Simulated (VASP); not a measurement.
# CeO2 (R-3m) in VASP: notebook

CeO2 is run at these levels: PBE; tasks: single point.

All numbers are computed with VASP 6.6.1; they aren't measurements. Logs are shortened: lines on timing, memory, paths and dates and some standing lists are left out, and cuts for length are marked.

### 1 The cell of the first run

The typed cell holds 3 atoms: a = 3.792 Å, b = 3.792 Å, c = 3.792 Å, α = 59.98°, β = 59.98°, γ = 59.98°.

### 2 Single point, PBE (12.85 Å³/atom)

INCAR

```
  PREC = Accurate
  ENCUT = 520
  EDIFF = 1E-6
  ISMEAR = 0
  SIGMA = 0.05
  LREAL = F
  LASPH = T
  NELM = 60
  ALGO = Normal
  ISIF = 2
  LWAVE = F
  LCHARG = F
  GGA = PE
  NBANDS = 19
```

KPOINTS

```
regular mesh
0
Gamma
  10 10 10
```

POSCAR

```
CeO2
1.0
    1.8955415037      1.0943913974      3.0966013682
   -1.8955415037      1.0943913974      3.0966013682
    0.0000000000     -2.1887827950      3.0966013681
Ce O
1 2
Direct
    0.0000000000      0.0000000000      0.0000000000
    0.2499945096      0.2499945096      0.2499945096
    0.7500054904      0.7500054904      0.7500054904
```

Potentials or basis: VASP PAW PBE potentials, release 64 (Ce, O).

The run is started by

```
cat potpaw_PBE.64/Ce/POTCAR potpaw_PBE.64/O/POTCAR > POTCAR
mpirun -np 1 vasp_std > vasp.out
```

OUTCAR:

```text
PREC = Accurate
   ENCUT = 520
   EDIFF = 1E-6
   ISMEAR = 0
   LREAL = F
   LASPH = T
   NELM = 60
   ISIF = 2
   GGA = PE

 ion  position               nearest neighbor table
   1  0.000  0.000  0.000-   3 2.32   3 2.32   2 2.32   2 2.32   3 2.32   2 2.32   3 2.32   2 2.32

   2  0.250  0.250  0.250-   1 2.32   1 2.32   1 2.32   1 2.32
   3  0.750  0.750  0.750-   1 2.32   1 2.32   1 2.32   1 2.32

  LATTYP: Found a trigonal (rhomboedric) cell.
 ALAT       =     3.7920588282
 COS(alpha) =     0.5002572996

  Lattice vectors:

 A1 = (   1.8955415037,   1.0943913974,   3.0966013682)
 A2 = (  -1.8955415037,   1.0943913974,   3.0966013682)
 A3 = (   0.0000000000,  -2.1887827950,   3.0966013681)

Analysis of symmetry for initial positions (statically):
=====================================================================
 Subroutine PRICEL returns:
 Original cell was already a primitive cell.

 Routine SETGRP: Setting up the symmetry group for a
 trigonal (rhombohedral) supercell.

 Subroutine GETGRP returns: Found 12 space group operations
 (whereof 12 operations were pure point group operations)
 out of a pool of 12 trial point group operations.

The static configuration has the point symmetry D_3d.

Analysis of symmetry for dynamics (positions and initial velocities):
=====================================================================
 Subroutine PRICEL returns:
 Original cell was already a primitive cell.

 Routine SETGRP: Setting up the symmetry group for a
 trigonal (rhombohedral) supercell.

 Subroutine GETGRP returns: Found 12 space group operations
 (whereof 12 operations were pure point group operations)
 out of a pool of 12 trial point group operations.

The dynamic configuration has the point symmetry D_3d.

 Subroutine INISYM returns: Found 12 space group operations
 (whereof 12 operations are pure point group operations),
 and found     1 'primitive' translations

----------------------------------------------------------------------------------------

                                     Primitive cell

  volume of cell :      38.5427

  direct lattice vectors                    reciprocal lattice vectors
     1.895541504  1.094391397  3.096601368     0.263776867  0.152291645  0.107644896
[... 84 lines left out ...]
   LSORBIT =      F    spin-orbit coupling
   LASPH  =      T    aspherical Exc in radial PAW
   ENCUT  =  520.0 eV  38.22 Ry    6.18 a.u.   7.05  7.05  7.05*2*pi/ulx,y,z
   NELM   =     60;   NELMIN=  2; NELMDL= -5     # of ELM steps
   EDIFF  = 0.1E-05   stopping-criterion for ELM
   LREAL  =      F    real-space projection
   EDIFFG = 0.1E-04   stopping-criterion for IOM
   NSW    =      0    number of steps for IOM
   IBRION =     -1    ionic relax: 0-MD 1-quasi-New 2-CG
   NFREE  =      0    steps in history (QN), initial steepest desc. (CG)
   ISIF   =      2    stress and relaxation
   ISYM   =      2    0-nonsym 1-usesym 2-fastsym
   POTIM  = 0.5000    time-step for ionic-motion
   TEBEG  =    0.0;   TEEND  =   0.0 temperature during run
   PSTRESS=    0.0 pullay stress
   NELECT =      24.0000    total number of electrons
   NUPDOWN=      -1.0000    fix difference up-down
   EMIN   =  10.00;   EMAX   =-10.00  energy-range for DOS
   EFERMI =   0.00;   METHOD = LEGACY
   ISMEAR =     0;   SIGMA  =   0.05  broadening in eV -4-tet -1-fermi 0-gaus
   EFERMI_NEDOS =   21; number of points for ismear=-14 and -15
   IALGO  =     38    algorithm
   IMIX   =      4    mixing-type and parameters
     AMIX     =   0.40;   BMIX     =  1.00
     AMIX_MAG =   1.60;   BMIX_MAG =  1.00
  volume/ion in A,a.u.               =      12.85        86.70
  Fermi-wavevector in a.u.,A,eV,Ry     =   1.397970  2.641780 26.590126  1.954319
  Thomas-Fermi vector in A             =   2.521174
   LORBIT       =      0    0 simple, 1 ext, 2 COOP (PROOUT), +10 PAW based schemes
   GGA     = PE    functional components
   LHFCALC =     F    Hartree Fock is set to
   AEXX    =    0.0000 exact exchange contribution
   IVDW    =     0    specifies the selected vdW correction
   LEPSILON=     F    determine dielectric tensor
   LRPA    =     F    only Hartree local field effects (RPA)
 non-spin polarized calculation
 Gauss-broadening in eV      SIGMA  =   0.05
  energy-cutoff  :      520.00
  volume of cell :       38.54
 maximum number of plane-waves:      1056
   NGX = 15   NGY = 15   NGZ = 15

 number of electron      24.0000007 magnetization

 Free energy of the ion-electron system (eV)
  ---------------------------------------------------
  ext. energy  EPLUGINS =         0.00000000
  ---------------------------------------------------
  free energy    TOTEN  =       -26.15232031 eV

  energy without entropy =      -26.15232031  energy(sigma->0) =      -26.15232031

 E-fermi :   5.9455     XC(G=0): -11.4745

 val. band max:        5.6237891631   @ k =  -0.4000   0.3000   0.3000
 cond. band min:       7.6729954861   @ k =   0.5000   0.5000   0.5000
 fundamental gap:      2.0492063230
 Fermi energy:         5.9454680724

 k-point     1 :       0.0000    0.0000    0.0000
  band No.  band energies     occupation
      1     -26.7395      2.00000
      2     -10.7574      2.00000
      3      -9.8202      2.00000
      4      -8.8502      2.00000
      5      -8.8502      2.00000
      6      -8.8502      2.00000
[... 505 lines left out ...]
      6      -6.2069      2.00000
[... 11 lines left out ...]
     18       8.3588      0.00000
     19       8.6761      0.00000

 [... further k-points ...]

------------------------ aborting loop because EDIFF is reached ----------------------------------------

  FORCE on cell =-STRESS in cart. coord.  units (eV):
  Direction    XX          YY          ZZ          XY          YZ          ZX
  --------------------------------------------------------------------------------------
  -------------------------------------------------------------------------------------
  Total        2.6795610      2.6795610      2.6667203      0.0000000      0.0000000     -0.0000000
  in kB      111.3862831    111.3862831    110.8525074      0.0000000      0.0000000     -0.0000000
  external PRESSURE =     111.2083579 kB  Pullay stress =       0.0000000 kB

 VOLUME and BASIS-vectors are now :
 -----------------------------------------------------------------------------
  energy-cutoff  :      520.00
  volume of cell :       38.54
      direct lattice vectors                 reciprocal lattice vectors
     1.895541504  1.094391397  3.096601368     0.263776867  0.152291645  0.107644896
    -1.895541504  1.094391397  3.096601368    -0.263776867  0.152291645  0.107644896
     0.000000000 -2.188782795  3.096601368     0.000000000 -0.304583291  0.107644896

 POSITION                                       TOTAL-FORCE (eV/Angst)
 -----------------------------------------------------------------------------------
      0.00000      0.00000      0.00000         0.000000     -0.000000     -0.000000
      0.00000     -0.00000      2.32240         0.000000      0.000000     -0.000702
      0.00000     -0.00000      6.96740         0.000000     -0.000000      0.000702
 -----------------------------------------------------------------------------------
    total drift:                               -0.000000     -0.000000      0.000000

  FREE ENERGIE OF THE ION-ELECTRON SYSTEM (eV)
  ---------------------------------------------------
  free  energy   TOTEN  =       -26.1523203134 eV

  energy  without entropy=      -26.1523203134  energy(sigma->0) =      -26.15232031
```

stdout:

```text
POSCAR found type information on POSCAR CeO
 POSCAR found :  2 types and       3 ions
 scaLAPACK will be used
 LDA part: xc-table for (Slater+PW92), standard interpolation
 POSCAR, INCAR and KPOINTS ok, starting setup
 FFT: planning ... GRIDC
 FFT: planning ... GRID_SOFT
 FFT: planning ... GRID
 WAVECAR not read
 entering main loop
```

Wall time 92 s (1 thread of AMD EPYC 9R45 (Zen 5), shared host); peak memory 0.2 GiB.

Results:

```
Free energy            : -26.1523 eV
Pressure               : 11.1 GPa
Band gap on the k mesh : 2.05 eV (least direct gap 2.13 eV)
```

Levels at points of the mesh, in eV from the valence-band top:
```csv
k point,band 9,band 10,band 11,band 12,band 13,band 14,band 15,band 16
"(0.00, 0.00, 0.00)",-4.03,-0.65,-0.65,-0.65,2.40,2.40,2.40,2.68
"(0.50, 0.00, 0.00)",-1.27,-1.23,-0.80,-0.80,2.05,2.25,2.25,2.41
"(0.50, 0.50, 0.00)",-1.16,-0.85,-0.85,-0.67,2.09,2.20,2.20,2.39
"(0.50, 0.50, 0.50)",-1.27,-1.23,-0.80,-0.80,2.05,2.25,2.25,2.41
```

Caveat: the cell stands under pressure; spin-orbit coupling is left out, which moves the levels of the heavy elements. Spin polarisation is off, so any magnetic state and its effect on volume and gap are missing.

### 3 Single point, PBE (13.05 Å³/atom)

This run uses another cell than the first one, of 13.05 Å³/atom.

INCAR

```
SYSTEM = CeO2
PREC = Accurate
ENCUT = 520
EDIFF = 1E-6
ISMEAR = 0
SIGMA = 0.05
LREAL = .FALSE.
LASPH = .TRUE.
NELM = 80
ALGO = Normal
ISIF = 2
LWAVE = .FALSE.
LCHARG = .FALSE.
GGA = PE
NBANDS = 19
```

KPOINTS

```
Automatic mesh
0
G
  10 10 10
  0 0 0
```

POSCAR

```
CeO2
1.0
    1.9055182217      1.1001514582      3.1128995703
   -1.9055182217      1.1001514582      3.1128995703
    0.0000000000     -2.2003029166      3.1128995702
Ce O
1 2
Direct
    0.0000000000      0.0000000000      0.0000000000
    0.2499945096      0.2499945096      0.2499945096
    0.7500054904      0.7500054904      0.7500054904
```

Potentials or basis: VASP PAW PBE potentials, release 64 (Ce, O).

The run is started by

```
cat potpaw_PBE.64/Ce/POTCAR potpaw_PBE.64/O/POTCAR > POTCAR
mpirun -np 1 vasp_std > vasp.out
```

It took 83 s on 1 thread of AMD EPYC 9R45 (Zen 5), shared host; peak memory 0.21 GiB.

The run converged. Its results:

- Free energy: -26.1894 eV
- Pressure: 7.7 GPa
- Band gap on the k mesh: 2.00 eV (least direct gap 2.08 eV)

Levels at points of the mesh, in eV from the valence-band top:
| k point | band 9 | band 10 | band 11 | band 12 | band 13 | band 14 | band 15 | band 16 |
| --- | --- | --- | --- | --- | --- | --- | --- | --- |
| (0.00, 0.00, 0.00) | -3.93 | -0.62 | -0.62 | -0.62 | 2.34 | 2.34 | 2.34 | 2.60 |
| (0.50, 0.00, 0.00) | -1.26 | -1.21 | -0.79 | -0.79 | 2.00 | 2.20 | 2.20 | 2.35 |
| (0.50, 0.50, 0.00) | -1.17 | -0.81 | -0.81 | -0.63 | 2.04 | 2.15 | 2.15 | 2.32 |
| (0.50, 0.50, 0.50) | -1.26 | -1.21 | -0.79 | -0.79 | 2.00 | 2.20 | 2.20 | 2.35 |

Caveat: the cell stands under pressure; spin-orbit coupling is left out, which moves the levels of the heavy elements.
